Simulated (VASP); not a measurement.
# OH2 in VASP: single point with PBE+D3(BJ)

Aim: the single point of OH2 with PBE+D3(BJ).

Everything below comes from runs of VASP 6.6.1. Logs are shortened: lines on timing, memory, paths and dates and some standing lists are left out, and cuts for length are marked.

### Step 1. The cell of the first run

The cell holds a molecule in a box, 3 atoms: a = 15.000 Å, b = 15.500 Å, c = 16.000 Å, α = 90.00°, β = 90.00°, γ = 90.00°.

### Step 2. Single point, PBE+D3(BJ)

The input, INCAR:

```
PREC     = Accurate       # precision mode
ENCUT    = 520            # plane-wave cutoff, eV
EDIFF    = 1E-6           # SCF threshold, eV
ISMEAR   = 0              # smearing method
SIGMA    = 0.005          # smearing width, eV
LREAL    = F              # projectors in reciprocal space
LASPH    = T              # aspherical terms in the spheres
NELM     = 100            # most SCF steps
ALGO     = Normal         # electronic algorithm
ISIF     = 2              # what is computed and relaxed
LWAVE    = F              # write WAVECAR
LCHARG   = T              # write CHGCAR
GGA      = PE             # functional
IVDW     = 12             # dispersion correction
LELF     = T              # ELF
LVHAR    = T            
ISYM     = 0            
NBANDS   = 11             # bands
```

The input, KPOINTS:

```
regular mesh
0
Gamma
  1 1 1
```

The input, POSCAR:

```
H2O
1.0
   15.0000000000      0.0000000000      0.0000000000
    0.0000000000     15.5000000000      0.0000000000
    0.0000000000      0.0000000000     16.0000000000
O H
1 2
Direct
    0.5000921021      0.4799343978      0.4844984175
    0.5508547298      0.5114516719      0.5062921830
    0.4490531681      0.5086139303      0.5092093995
```

Potentials or basis: VASP PAW PBE potentials, release 64 (O, H).

On the command line:

```bash
$ cat potpaw_PBE.64/O/POTCAR potpaw_PBE.64/H/POTCAR > POTCAR
$ mpirun -np 1 vasp_gam > vasp.out
```

OUTCAR:

```text
PREC = Accurate
   ENCUT = 520
   EDIFF = 1E-6
   ISMEAR = 0
   LREAL = F
   LASPH = T
   NELM = 100
   ISIF = 2
   GGA = PE
   IVDW = 12
   ISYM = 0
 IVDW          = 12

 ion  position               nearest neighbor table
   1  0.500  0.480  0.484-   2 0.97   3 0.97
   2  0.551  0.511  0.506-   1 0.97
   3  0.449  0.509  0.509-   1 0.97

IMPORTANT INFORMATION: All symmetrisations will be switched off!
NOSYMM: (Re-)initialisation of all symmetry stuff for point group C_1.

----------------------------------------------------------------------------------------

                                     Primitive cell

  volume of cell :    3720.0000

  direct lattice vectors                    reciprocal lattice vectors
    15.000000000  0.000000000  0.000000000     0.066666667  0.000000000  0.000000000
     0.000000000 15.500000000  0.000000000     0.000000000  0.064516129  0.000000000
     0.000000000  0.000000000 16.000000000     0.000000000  0.000000000  0.062500000

  length of vectors
    15.000000000 15.500000000 16.000000000     0.066666667  0.064516129  0.062500000

  position of ions in fractional coordinates (direct lattice)
     0.500092102  0.479934398  0.484498417
     0.550854730  0.511451672  0.506292183
     0.449053168  0.508613930  0.509209400

  ion indices of the primitive-cell ions
   primitive index   ion index
                 1           1
                 2           2
                 3           3

----------------------------------------------------------------------------------------

 KPOINTS: regular mesh

Automatic generation of k-mesh.
 Grid dimensions read from file:
 generate k-points for:    1    1    1

 Generating k-lattice:

  Cartesian coordinates                     Fractional coordinates (reciprocal lattice)
     0.066666667  0.000000000  0.000000000     1.000000000  0.000000000  0.000000000
     0.000000000  0.064516129  0.000000000     0.000000000  1.000000000  0.000000000
     0.000000000  0.000000000  0.062500000     0.000000000  0.000000000  1.000000000

  Length of vectors
     0.066666667  0.064516129  0.062500000

  Shift w.r.t. Gamma in fractional coordinates (k-lattice)
     0.000000000  0.000000000  0.000000000

 Subroutine IBZKPT returns following result:
 ===========================================

 Found      1 irreducible k-points:

 Following reciprocal coordinates:
            Coordinates               Weight
  0.000000  0.000000  0.000000      1.000000
   k-points           NKPTS =      1   k-points in BZ     NKDIM =      1   number of bands    NBANDS=     11
   number of dos      NEDOS =    301   number of ions     NIONS =      3
   total plane-waves  NPLWV = ******
   dimension x,y,z NGX =   112 NGY =  120 NGZ =  120
   dimension x,y,z NGXF=   224 NGYF=  240 NGZF=  240
   ions per type =               1   2
   NGX,Y,Z   is equivalent  to a cutoff of  12.41, 12.87, 12.47 a.u.
   NGXF,Y,Z  is equivalent  to a cutoff of  24.83, 25.74, 24.94 a.u.
 SYSTEM =  unknown system
   PREC   = accura    normal or accurate (medium, high low for compatibility)
   ISTART =      0    job   : 0-new  1-cont  2-samecut
   ICHARG =      2    charge: 1-file 2-atom 10-const
   ISPIN  =      1    spin polarized calculation?
   LNONCOLLINEAR =      F non collinear calculations
   LSORBIT =      F    spin-orbit coupling
   LASPH  =      T    aspherical Exc in radial PAW
   ENCUT  =  520.0 eV  38.22 Ry    6.18 a.u.  27.89 28.82 29.75*2*pi/ulx,y,z
   NELM   =    100;   NELMIN=  2; NELMDL= -5     # of ELM steps
   EDIFF  = 0.1E-05   stopping-criterion for ELM
   LREAL  =      F    real-space projection
   EDIFFG = 0.1E-04   stopping-criterion for IOM
   NSW    =      0    number of steps for IOM
   IBRION =     -1    ionic relax: 0-MD 1-quasi-New 2-CG
   NFREE  =      0    steps in history (QN), initial steepest desc. (CG)
   ISIF   =      2    stress and relaxation
   ISYM   =      0    0-nonsym 1-usesym 2-fastsym
   POTIM  = 0.5000    time-step for ionic-motion
   TEBEG  =    0.0;   TEEND  =   0.0 temperature during run
   PSTRESS=    0.0 pullay stress
   NELECT =       8.0000    total number of electrons
   NUPDOWN=      -1.0000    fix difference up-down
   EMIN   =  10.00;   EMAX   =-10.00  energy-range for DOS
   EFERMI =   0.00;   METHOD = LEGACY
   ISMEAR =     0;   SIGMA  =   0.01  broadening in eV -4-tet -1-fermi 0-gaus
   EFERMI_NEDOS =   21; number of points for ismear=-14 and -15
   IALGO  =     38    algorithm
   IMIX   =      4    mixing-type and parameters
     AMIX     =   0.40;   BMIX     =  1.00
     AMIX_MAG =   1.60;   BMIX_MAG =  1.00
  volume/ion in A,a.u.               =    1240.00      8367.93
  Fermi-wavevector in a.u.,A,eV,Ry     =   0.211312  0.399321  0.607537  0.044653
  Thomas-Fermi vector in A             =   0.980203
   LORBIT       =      0    0 simple, 1 ext, 2 COOP (PROOUT), +10 PAW based schemes
   GGA     = PE    functional components
   LHFCALC =     F    Hartree Fock is set to
   AEXX    =    0.0000 exact exchange contribution
   IVDW    =    12    specifies the selected vdW correction
   LEPSILON=     F    determine dielectric tensor
   LRPA    =     F    only Hartree local field effects (RPA)
 non-spin polarized calculation
 Gauss-broadening in eV      SIGMA  =   0.01
  energy-cutoff  :      520.00
  volume of cell :     3720.00
 maximum number of plane-waves:     50071
 NGX is ok and might be reduce to   112
   NGX = 55   NGY = 57   NGZ = 59

 number of electron       8.0000000 magnetization

 Free energy of the ion-electron system (eV)
  ---------------------------------------------------
  ext. energy  EPLUGINS =         0.00000000
  ---------------------------------------------------
  free energy    TOTEN  =       -14.23159951 eV

  energy without entropy =      -14.23159951  energy(sigma->0) =      -14.23159951

 E-fermi :  -7.1554     XC(G=0):  -0.1637

 val. band max:       -7.1967170409   @ k =   0.0000   0.0000   0.0000
 cond. band min:      -0.9638432734   @ k =   0.0000   0.0000   0.0000
 fundamental gap:      6.2328737675
 Fermi energy:        -7.1553634709

 k-point     1 :       0.0000    0.0000    0.0000
  band No.  band energies     occupation
      1     -25.3033      2.00000
      2     -13.0631      2.00000
      3      -9.2712      2.00000
      4      -7.1967      2.00000
      5      -0.9638      0.00000
      6       0.0944      0.00000
      7       0.3683      0.00000
      8       0.4784      0.00000
      9       0.5242      0.00000
     10       0.5954      0.00000
     11       0.6285      0.00000

------------------------ aborting loop because EDIFF is reached ----------------------------------------

 Edisp (eV)   -0.00979

 E8    (eV) :    -0.0023

  FORCE on cell =-STRESS in cart. coord.  units (eV):
  Direction    XX          YY          ZZ          XY          YZ          ZX
  --------------------------------------------------------------------------------------
  -------------------------------------------------------------------------------------
  Total       0.13516    -0.03134    -0.04162     0.00563     0.02539    -0.00592
  in kB       0.05821    -0.01350    -0.01792     0.00242     0.01094    -0.00255
  external pressure =        0.01 kB  Pullay stress =        0.00 kB

 VOLUME and BASIS-vectors are now :
 -----------------------------------------------------------------------------
  energy-cutoff  :      520.00
  volume of cell :     3720.00
      direct lattice vectors                 reciprocal lattice vectors
    15.000000000  0.000000000  0.000000000     0.066666667  0.000000000  0.000000000
     0.000000000 15.500000000  0.000000000     0.000000000  0.064516129  0.000000000
     0.000000000  0.000000000 16.000000000     0.000000000  0.000000000  0.062500000

 POSITION                                       TOTAL-FORCE (eV/Angst)
 -----------------------------------------------------------------------------------
      7.50138      7.43898      7.75197        -0.000016     -0.066420     -0.051975
      8.26282      7.92750      8.10067         0.125064      0.036902      0.022195
      6.73580      7.88352      8.14735        -0.125049      0.029518      0.029780
 -----------------------------------------------------------------------------------
    total drift:                                0.000044     -0.000513      0.000790

  FREE ENERGIE OF THE ION-ELECTRON SYSTEM (eV)
  ---------------------------------------------------
  free  energy   TOTEN  =       -14.2413897568 eV

  energy  without entropy=      -14.2413897568  energy(sigma->0) =      -14.24138976
```

Wall time 12 min (1 thread of AMD EPYC 7R13, shared host); peak memory 2.1 GiB.

What came out:

```
Free energy                     : -14.2414 eV
Largest force                   : 0.132 eV/Å
Gap between the frontier levels : 6.23 eV
Dispersion energy per atom      : -0.003 eV
```

Forces on the atoms (eV/Å):
```
O    0.000 -0.066 -0.052
H    0.125  0.037  0.022
H   -0.125  0.030  0.030
```

Levels at points of the mesh, in eV from the valence-band top:
| k point | band 1 | band 2 | band 3 | band 4 | band 5 | band 6 | band 7 | band 8 |
| --- | --- | --- | --- | --- | --- | --- | --- | --- |
| (0.00, 0.00, 0.00) | -18.11 | -5.87 | -2.07 | 0.00 | 6.23 | 7.29 | 7.56 | 7.68 |
